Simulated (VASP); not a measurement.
A run of VASP 6.6.1 is set up as follows.

Contents of INCAR:

```
  PREC = Accurate
  ENCUT = 520
  EDIFF = 1E-7
  ISMEAR = 1
  SIGMA = 0.1
  LREAL = F
  LASPH = T
  NELM = 80
  ALGO = Normal
  ISIF = 2
  LWAVE = F
  LCHARG = T
  GGA = PE
  LELF = T
  LVHAR = T
  NBANDS = 14
```

File KPOINTS:

```
regular mesh
0
Gamma
  13 13 7
```

The input POSCAR:

```
Re
1.0
    2.7768706464      0.0000000000      0.0000000000
   -1.3884353232      2.4048405228      0.0000000000
    0.0000000000      0.0000000000      4.4788142384
Re
2
Direct
    0.3333333333      0.6666666667      0.2500000000
    0.6666666667      0.3333333333      0.7500000000
```

Potentials or basis: VASP PAW PBE potentials, release 64 (Re).

Command:

```sh
$ cat potpaw_PBE.64/Re/POTCAR > POTCAR
$ mpirun -np 1 vasp_std > vasp.out
```

**Question.** What does it give for the pressure?

**Answer.** -0.8 GPa.

**Question.** Predict the band gap on the k mesh.

**Answer.** Zero (band 7 reaches 8.84 eV, above the bottom of band 8 at 6.14 eV).

Stress tensor (GPa, compression positive):
```
-0.72  0.00  0.00
 0.00 -0.72  0.00
 0.00  0.00 -0.92
```

Caveat: spin-orbit coupling is left out, which moves the levels of the heavy elements.
